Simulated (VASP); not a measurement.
The system is ZrC.

```
CELL_PARAMETERS angstrom
3.27292 0.00000 0.00000
-1.63646 2.83443 0.00000
0.00000 0.00000 2.93105
ATOMIC_POSITIONS crystal
Zr 0.00000 0.00000 0.00000
C 0.66667 0.33333 0.50000
```

Base run:

* Program: VASP 6.6.1
* Functional: r2SCAN
* Potentials or basis: VASP PAW PBE potentials, release 64 (Zr_sv, C)
* Cutoff: 520 eV
* k mesh: 12 × 12 × 12
* Occupations: gaussian, width 0.05 eV
* Spin: no spin polarisation

Its results: band gap on the k mesh zero (band 8 reaches 9.25 eV, above the bottom of band 9 at 8.91 eV); pressure 0.2 GPa.

Problem. The run is repeated on the same cell with these changes: functional from r2SCAN to PBEsol; further incar settings from ALGO = Normal; EDIFF = 1e-07; NBANDS = 15 to ALGO = Normal; EDIFF = 1e-06; NBANDS = 15. What comes out?

Solution. Band gap on the k mesh zero (band 8 reaches 9.13 eV, above the bottom of band 9 at 8.76 eV); pressure -4.7 GPa.

Caveats: the PAW data sets were made with another functional, which shifts forces and pressure a little.
